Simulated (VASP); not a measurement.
# K3AsOs (P4mm) in VASP: notebook

Runs on K3AsOs. Level: PBE. Tasks: single point, relaxation of cell and atoms.

All numbers are computed with VASP 6.6.1; they aren't measurements. Logs are shortened: lines on timing, memory, paths and dates and some standing lists are left out, and cuts for length are marked.

### 1 The cell of the first run

It takes space group P4mm (No. 99, tetragonal). The conventional cell has a = 4.963 Å, b = 4.963 Å, c = 5.026 Å, α = 90.00°, β = 90.00°, γ = 90.00°. K (site symmetry 4mm) has 2 As at 2.31 to 2.71 Å within 3.1 Å. K (site symmetry 2mm) has 2 As at 2.49 Å within 3.3 Å. Within 3.1 Å of As (site symmetry 4mm) lie 6 K at 2.31 to 2.71 Å. Os (site symmetry 4mm) has 12 K at 3.48 to 3.59 Å and 8 As at 4.27 to 4.36 Å within 4.6 Å.

### 2 Single point, PBE

File INCAR:

```
PREC = Accurate ; ENCUT = 520
EDIFF = 1E-7 ; ISMEAR = 0
SIGMA = 0.1 ; LREAL = False
LASPH = True ; NELM = 60
ALGO = Fast ; ISIF = 2
LWAVE = False ; LCHARG = False
GGA = PE ; NBANDS = 28
```

File KPOINTS:

```
Automatic mesh
0
Gamma
  4 4 4
```

File POSCAR:

```
K3AsOs
1.0
    4.9634091595      0.0000000000      0.0000000000
    0.0000000000      4.9634091595      0.0000000000
    0.0000000000      0.0000000000      5.0256072692
K As Os
3 1 1
Direct
    0.5000000000      0.5000000000      0.9750000000
    0.0000000000      0.5000000000      0.4850000000
    0.5000000000      0.0000000000      0.4850000000
    0.5000000000      0.5000000000      0.5150000000
    0.0000000000      0.0000000000      0.0000000000
```

Potentials or basis: VASP PAW PBE potentials, release 64 (K_sv, As, Os).

On the command line:

```bash
$ cat potpaw_PBE.64/K_sv/POTCAR potpaw_PBE.64/As/POTCAR potpaw_PBE.64/Os/POTCAR > POTCAR
$ mpirun -np 1 vasp_std > vasp.out
```

OUTCAR:

```text
PREC = Accurate
   ENCUT = 520
   EDIFF = 1E-7
   ISMEAR = 0
   LREAL = False
   LASPH = True
   NELM = 60
   ISIF = 2
   GGA = PE

 ion  position               nearest neighbor table
   1  0.500  0.500  0.975-   4 2.31   4 2.71   3 3.50   2 3.50   3 3.50   2 3.50   5 3.51   5 3.51
                             5 3.51   5 3.51   2 3.57   3 3.57   3 3.57   2 3.57
   2  0.000  0.500  0.485-   4 2.49   4 2.49   5 3.48   5 3.48   1 3.50   1 3.50   3 3.51   3 3.51
                             3 3.51   3 3.51   1 3.57   1 3.57   5 3.59   5 3.59
   3  0.500  0.000  0.485-   4 2.49   4 2.49   5 3.48   5 3.48   1 3.50   1 3.50   2 3.51   2 3.51
                             2 3.51   2 3.51   1 3.57   1 3.57   5 3.59   5 3.59
   4  0.500  0.500  0.515-   1 2.31   2 2.49   3 2.49   3 2.49   2 2.49   1 2.71
   5  0.000  0.000  0.000-   2 3.48   3 3.48   2 3.48   3 3.48   1 3.51   1 3.51   1 3.51   1 3.51
                             2 3.59   3 3.59   3 3.59   2 3.59

  LATTYP: Found a simple tetragonal cell.
 ALAT       =     4.9634091595
 C/A-ratio  =     1.0125313283

  Lattice vectors:

 A1 = (   4.9634091595,   0.0000000000,   0.0000000000)
 A2 = (   0.0000000000,   4.9634091595,   0.0000000000)
 A3 = (   0.0000000000,   0.0000000000,   5.0256072692)

Analysis of symmetry for initial positions (statically):
=====================================================================
 Subroutine PRICEL returns:
 Original cell was already a primitive cell.

 Routine SETGRP: Setting up the symmetry group for a
 simple tetragonal supercell.

 Subroutine GETGRP returns: Found  8 space group operations
 (whereof  8 operations were pure point group operations)
 out of a pool of 16 trial point group operations.

The static configuration has the point symmetry C_4v.

Analysis of symmetry for dynamics (positions and initial velocities):
=====================================================================
 Subroutine PRICEL returns:
 Original cell was already a primitive cell.

 Routine SETGRP: Setting up the symmetry group for a
 simple tetragonal supercell.

 Subroutine GETGRP returns: Found  8 space group operations
 (whereof  8 operations were pure point group operations)
 out of a pool of 16 trial point group operations.

The dynamic configuration has the point symmetry C_4v.

 Subroutine INISYM returns: Found  8 space group operations
 (whereof  8 operations are pure point group operations),
 and found     1 'primitive' translations

----------------------------------------------------------------------------------------

                                     Primitive cell

  volume of cell :     123.8080

  direct lattice vectors                    reciprocal lattice vectors
     4.963409160  0.000000000  0.000000000     0.201474424  0.000000000  0.000000000
     0.000000000  4.963409160  0.000000000     0.000000000  0.201474424  0.000000000
     0.000000000  0.000000000  5.025607269     0.000000000  0.000000000  0.198980928

  length of vectors
     4.963409160  4.963409160  5.025607269     0.201474424  0.201474424  0.198980928

  position of ions in fractional coordinates (direct lattice)
     0.500000000  0.500000000  0.975000000
     0.000000000  0.500000000  0.485000000
     0.500000000  0.000000000  0.485000000
     0.500000000  0.500000000  0.515000000
     0.000000000  0.000000000  0.000000000

  ion indices of the primitive-cell ions
   primitive index   ion index
                 1           1
                 2           2
                 3           3
                 4           4
                 5           5

----------------------------------------------------------------------------------------

 KPOINTS: Automatic mesh

Automatic generation of k-mesh.
 Grid dimensions read from file:
 generate k-points for:    4    4    4

 Generating k-lattice:

  Cartesian coordinates                     Fractional coordinates (reciprocal lattice)
     0.050368606  0.000000000  0.000000000     0.250000000  0.000000000  0.000000000
     0.000000000  0.050368606  0.000000000     0.000000000  0.250000000  0.000000000
     0.000000000  0.000000000  0.049745232     0.000000000  0.000000000  0.250000000

  Length of vectors
     0.050368606  0.050368606  0.049745232

  Shift w.r.t. Gamma in fractional coordinates (k-lattice)
     0.000000000  0.000000000  0.000000000

 Subroutine IBZKPT returns following result:
 ===========================================

 Found     18 irreducible k-points:

 Following reciprocal coordinates:
            Coordinates               Weight
  0.000000  0.000000  0.000000      1.000000
  0.250000  0.000000  0.000000      4.000000
  0.500000  0.000000  0.000000      2.000000
  0.250000  0.250000  0.000000      4.000000
  0.500000  0.250000  0.000000      4.000000
  0.500000  0.500000  0.000000      1.000000
[... 10 lines left out ...]
  0.500000  0.250000  0.500000      4.000000
  0.500000  0.500000  0.500000      1.000000
   k-points           NKPTS =     18   k-points in BZ     NKDIM =     18   number of bands    NBANDS=     28
   number of dos      NEDOS =    301   number of ions     NIONS =      5
   total plane-waves  NPLWV =  64000
   dimension x,y,z NGX =    40 NGY =   40 NGZ =   40
   dimension x,y,z NGXF=    80 NGYF=   80 NGZF=   80
   ions per type =               3   1   1
   NGX,Y,Z   is equivalent  to a cutoff of  13.40, 13.40, 13.23 a.u.
   NGXF,Y,Z  is equivalent  to a cutoff of  26.80, 26.80, 26.46 a.u.
 SYSTEM =  unknown system
   PREC   = accura    normal or accurate (medium, high low for compatibility)
   ISTART =      0    job   : 0-new  1-cont  2-samecut
   ICHARG =      2    charge: 1-file 2-atom 10-const
   ISPIN  =      1    spin polarized calculation?
   LNONCOLLINEAR =      F non collinear calculations
   LSORBIT =      F    spin-orbit coupling
   LASPH  =      T    aspherical Exc in radial PAW
   ENCUT  =  520.0 eV  38.22 Ry    6.18 a.u.   9.23  9.23  9.34*2*pi/ulx,y,z
   NELM   =     60;   NELMIN=  2; NELMDL= -5     # of ELM steps
   EDIFF  = 0.1E-06   stopping-criterion for ELM
   LREAL  =      F    real-space projection
   EDIFFG = 0.1E-05   stopping-criterion for IOM
   NSW    =      0    number of steps for IOM
   IBRION =     -1    ionic relax: 0-MD 1-quasi-New 2-CG
   NFREE  =      0    steps in history (QN), initial steepest desc. (CG)
   ISIF   =      2    stress and relaxation
   ISYM   =      2    0-nonsym 1-usesym 2-fastsym
   POTIM  = 0.5000    time-step for ionic-motion
   TEBEG  =    0.0;   TEEND  =   0.0 temperature during run
   PSTRESS=    0.0 pullay stress
   NELECT =      40.0000    total number of electrons
   NUPDOWN=      -1.0000    fix difference up-down
   EMIN   =  10.00;   EMAX   =-10.00  energy-range for DOS
   EFERMI =   0.00;   METHOD = LEGACY
   ISMEAR =     0;   SIGMA  =   0.10  broadening in eV -4-tet -1-fermi 0-gaus
   EFERMI_NEDOS =   21; number of points for ismear=-14 and -15
   IALGO  =     68    algorithm
   IMIX   =      4    mixing-type and parameters
     AMIX     =   0.40;   BMIX     =  1.00
     AMIX_MAG =   1.60;   BMIX_MAG =  1.00
  volume/ion in A,a.u.               =      24.76       167.10
  Fermi-wavevector in a.u.,A,eV,Ry     =   1.123342  2.122808 17.169149  1.261897
  Thomas-Fermi vector in A             =   2.260007
   LORBIT       =      0    0 simple, 1 ext, 2 COOP (PROOUT), +10 PAW based schemes
   GGA     = PE    functional components
   LHFCALC =     F    Hartree Fock is set to
   AEXX    =    0.0000 exact exchange contribution
   IVDW    =     0    specifies the selected vdW correction
   LEPSILON=     F    determine dielectric tensor
   LRPA    =     F    only Hartree local field effects (RPA)
 non-spin polarized calculation
 RMM-DIIS sequential band-by-band and
 Gauss-broadening in eV      SIGMA  =   0.10
  energy-cutoff  :      520.00
  volume of cell :      123.81
 maximum number of plane-waves:      3370
 NGX is ok and might be reduce to    40
   NGX = 19   NGY = 19   NGZ = 19

 number of electron      39.9999997 magnetization

 Free energy of the ion-electron system (eV)
  ---------------------------------------------------
  ext. energy  EPLUGINS =         0.00000000
  ---------------------------------------------------
  free energy    TOTEN  =        -6.62677724 eV

  energy without entropy =       -6.56205423  energy(sigma->0) =       -6.59441574

 E-fermi :   2.1645     XC(G=0):  -9.2962

 val. band max:        2.1390742730   @ k =   0.5000   0.5000   0.2500
 cond. band min:       2.2128953456   @ k =   0.2500   0.0000   0.5000
 fundamental gap:      0.0738210726
 Fermi energy:         2.1644513120

 k-point     1 :       0.0000    0.0000    0.0000
  band No.  band energies     occupation
      1     -27.7953      2.00000
      2     -27.5932      2.00000
      3     -27.5524      2.00000
      4     -12.2931      2.00000
      5     -12.1131      2.00000
      6     -12.1131      2.00000
[... 20 lines left out ...]
     27       7.0917      0.00000
     28       7.3521      0.00000

 k-point     2 :       0.2500    0.0000    0.0000
  band No.  band energies     occupation
      1     -27.7704      2.00000
      2     -27.6004      2.00000
      3     -27.5694      2.00000
      4     -12.4423      2.00000
      5     -12.0701      2.00000
      6     -12.0630      2.00000
[... 20 lines left out ...]
     27       7.3849      0.00000
     28       8.0533      0.00000

 k-point     3 :       0.5000    0.0000    0.0000
  band No.  band energies     occupation
      1     -27.7357      2.00000
      2     -27.6250      2.00000
      3     -27.5788      2.00000
      4     -12.5835      2.00000
      5     -12.0224      2.00000
      6     -12.0079      2.00000
[... 430 lines left out ...]
      3     -27.6227      2.00000
      4     -13.5239      2.00000
      5     -11.5977      2.00000
      6     -11.4881      2.00000
[... 20 lines left out ...]
     27       7.9768      0.00000
     28       8.3934      0.00000

 k-point    18 :       0.5000    0.5000    0.5000
  band No.  band energies     occupation
      1     -27.6860      2.00000
      2     -27.6233      2.00000
      3     -27.6233      2.00000
      4     -13.7576      2.00000
      5     -11.4783      2.00000
      6     -11.4783      2.00000
[... 20 lines left out ...]
     27       8.4955      0.00000
     28       8.5661      0.00000

------------------------ aborting loop because EDIFF is reached ----------------------------------------

  FORCE on cell =-STRESS in cart. coord.  units (eV):
  Direction    XX          YY          ZZ          XY          YZ          ZX
  --------------------------------------------------------------------------------------
  -------------------------------------------------------------------------------------
  Total       18.1617534     18.1617534     18.8638135      0.0000000      0.0000000      0.0000000
  in kB      235.0280266    235.0280266    244.1132617      0.0000000      0.0000000      0.0000000
  external PRESSURE =     238.0564383 kB  Pullay stress =       0.0000000 kB

 VOLUME and BASIS-vectors are now :
 -----------------------------------------------------------------------------
  energy-cutoff  :      520.00
  volume of cell :      123.81
      direct lattice vectors                 reciprocal lattice vectors
     4.963409160  0.000000000  0.000000000     0.201474424  0.000000000  0.000000000
     0.000000000  4.963409160  0.000000000     0.000000000  0.201474424  0.000000000
     0.000000000  0.000000000  5.025607269     0.000000000  0.000000000  0.198980928

 POSITION                                       TOTAL-FORCE (eV/Angst)
 -----------------------------------------------------------------------------------
      2.48170      2.48170      4.89997        -0.000000      0.000000      4.282027
      0.00000      2.48170      2.43742        -0.000000      0.000000     -0.372414
      2.48170      0.00000      2.43742         0.000000      0.000000     -0.372414
      2.48170      2.48170      2.58819        -0.000000     -0.000000     -3.274120
      0.00000      0.00000      0.00000        -0.000000      0.000000     -0.263079
 -----------------------------------------------------------------------------------
    total drift:                                0.000000      0.000000      0.000021

  FREE ENERGIE OF THE ION-ELECTRON SYSTEM (eV)
  ---------------------------------------------------
  free  energy   TOTEN  =        -6.6267772433 eV

  energy  without entropy=       -6.5620542333  energy(sigma->0) =       -6.59441574
```

It took 2.8 min on 1 thread of Intel Xeon Platinum 8375C at 2.90GHz (Ice Lake), shared host; peak memory 0.28 GiB.

Results:

- Free energy: -6.6268 eV
- Pressure: 23.8 GPa
- Largest force: 4.282 eV/Å
- Band gap on the k mesh: zero (bands 20 and 21 overlap by 0.94 eV)

Forces in eV/Å, atoms in the order of the input:
```
K    0.000  0.000  4.282
K    0.000  0.000 -0.372
K    0.000  0.000 -0.372
As   0.000  0.000 -3.274
Os   0.000  0.000 -0.263
```

Stress tensor (GPa, compression positive):
```
23.50  0.00  0.00
 0.00 23.50  0.00
 0.00  0.00 24.41
```

Caveat: the cell stands under pressure; spin-orbit coupling is left out, which moves the levels of the heavy elements; forces of over 1 eV/Å act on the atoms, so gaps and moduli don't describe the material at rest.

### 3 Single point, PBE

This run uses another cell than the first one, of 51.11 Å³/atom.

File INCAR:

```
SYSTEM = K3AsOs
ALGO = Fast ; EDIFF = 1E-6
ENCUT = 520 ; GGA = PE
ISIF = 2 ; ISMEAR = 0
LASPH = .True. ; LCHARG = .True.
LELF = .True. ; LREAL = .False.
LVHAR = .True. ; LWAVE = .False.
NBANDS = 28 ; NELM = 100
PREC = Accurate ; SIGMA = 0.1
```

File KPOINTS:

```
k-points
0
Gamma
  4 4 4
  0 0 0
```

File POSCAR:

```
K3AsOs
1.0
    6.2795970532      0.0000000000      0.0000000000
    0.0000000000      6.2795970532      0.0000000000
    0.0000000000      0.0000000000      6.4805981413
K As Os
3 1 1
Direct
    0.5000000000      0.5000000000      0.9589883827
    0.0000000000      0.5000000000      0.4294369512
    0.5000000000      0.0000000000      0.4294369512
    0.5000000000      0.5000000000      0.4553573258
    0.0000000000      0.0000000000      0.1867803892
```

Potentials or basis: VASP PAW PBE potentials, release 64 (K_sv, As, Os).

On the command line:

```bash
$ cat potpaw_PBE.64/K_sv/POTCAR potpaw_PBE.64/As/POTCAR potpaw_PBE.64/Os/POTCAR > POTCAR
$ mpirun -np 1 vasp_std > vasp.out
```

OUTCAR:

```text
SYSTEM = K3AsOs
   EDIFF = 1E-6
   ENCUT = 520
   GGA = PE
   ISIF = 2
   ISMEAR = 0
   LASPH = .True.
   LREAL = .False.
   NELM = 100
   PREC = Accurate

 ion  position               nearest neighbor table
   1  0.500  0.500  0.959-   4 3.22   4 3.26
   2  0.000  0.500  0.429-   4 3.14   4 3.14   5 3.51   5 3.51
   3  0.500  0.000  0.429-   4 3.14   4 3.14   5 3.51   5 3.51
   4  0.500  0.500  0.455-   2 3.14   3 3.14   3 3.14   2 3.14   1 3.22   1 3.26
[... 756 lines left out ...]
  --------------------------------------------------------------------------------------
  -------------------------------------------------------------------------------------
  Total        0.0338174      0.0338174      0.1781863      0.0000000      0.0000000      0.0000000
  in kB        0.2120177      0.2120177      1.1171364      0.0000000      0.0000000      0.0000000
  external PRESSURE =       0.5137239 kB  Pullay stress =       0.0000000 kB

 VOLUME and BASIS-vectors are now :
 -----------------------------------------------------------------------------
  energy-cutoff  :      520.00
  volume of cell :      255.55
      direct lattice vectors                 reciprocal lattice vectors
     6.279597053  0.000000000  0.000000000     0.159245887  0.000000000  0.000000000
     0.000000000  6.279597053  0.000000000     0.000000000  0.159245887  0.000000000
     0.000000000  0.000000000  6.480598141     0.000000000  0.000000000  0.154306744

 POSITION                                       TOTAL-FORCE (eV/Angst)
 -----------------------------------------------------------------------------------
      3.13980      3.13980      6.21482         0.000000      0.000000      0.032920
      0.00000      3.13980      2.78301        -0.000000      0.000000      0.000852
      3.13980      0.00000      2.78301        -0.000000      0.000000      0.000852
      3.13980      3.13980      2.95099        -0.000000     -0.000000     -0.032511
      0.00000      0.00000      1.21045        -0.000000      0.000000     -0.002114
 -----------------------------------------------------------------------------------
    total drift:                                0.000000      0.000000     -0.002320

  FREE ENERGIE OF THE ION-ELECTRON SYSTEM (eV)
  ---------------------------------------------------
  free  energy   TOTEN  =       -11.9977822563 eV

  energy  without entropy=      -11.8295086045  energy(sigma->0) =      -11.91364543
```

OSZICAR:

```text
N       E                     dE             d eps       ncg     rms          rms(c)
DAV:   1     0.265855470553E+03    0.26586E+03   -0.16649E+04  1008   0.117E+03
DAV:   2     0.108003448293E+02   -0.25506E+03   -0.24762E+03  1220   0.327E+02
DAV:   3    -0.133680897419E+02   -0.24168E+02   -0.23874E+02  1596   0.782E+01
[... 16 lines left out ...]
RMM:  20    -0.119977717698E+02   -0.80778E-05   -0.84859E-05  1483   0.268E-02    0.468E-03
RMM:  21    -0.119977780195E+02   -0.62497E-05   -0.43727E-05  1367   0.194E-02    0.118E-02
RMM:  22    -0.119977797056E+02   -0.16861E-05   -0.23750E-05  1311   0.147E-02    0.350E-03
RMM:  23    -0.119977814036E+02   -0.16980E-05   -0.14076E-05  1239   0.110E-02    0.476E-03
RMM:  24    -0.119977822563E+02   -0.85265E-06   -0.77680E-06  1090   0.850E-03
   1 F= -.11997782E+02 E0= -.11913645E+02  d E =-.168274E+00
```

stdout:

```text
POSCAR found type information on POSCAR K AsOs
 POSCAR found :  3 types and       5 ions
 scaLAPACK will be used
 LDA part: xc-table for (Slater+PW92), standard interpolation
 POSCAR, INCAR and KPOINTS ok, starting setup
 FFT: planning ... GRIDC
 FFT: planning ... GRID_SOFT
 FFT: planning ... GRID
 WAVECAR not read
 entering main loop
WARNING in EDDRMM: call to ZHEGV failed, returncode =   8  4     18
WARNING in EDDRMM: call to ZHEGV failed, returncode =   8  4     19
WARNING in EDDRMM: call to ZHEGV failed, returncode =   8  4     18
```

Run time: 4.7 min. Hardware: 1 thread of Intel Xeon Platinum 8375C at 2.90GHz (Ice Lake), shared host; peak memory 0.41 GiB.

What came out:

```
Free energy            : -11.9978 eV
Pressure               : 0.1 GPa
Largest force          : 0.033 eV/Å
Band gap on the k mesh : zero (bands 20 and 21 overlap by 0.14 eV)
```

Forces in eV/Å, atoms in the order of the input:
```
K    0.000  0.000  0.033
K    0.000  0.000  0.001
K    0.000  0.000  0.001
As   0.000  0.000 -0.033
Os   0.000  0.000 -0.002
```

Caveat: spin-orbit coupling is left out, which moves the levels of the heavy elements.

(Continued in part 2 of 2.)

The gap in the log of VASP goes by the Fermi energy; the results here count the filled bands.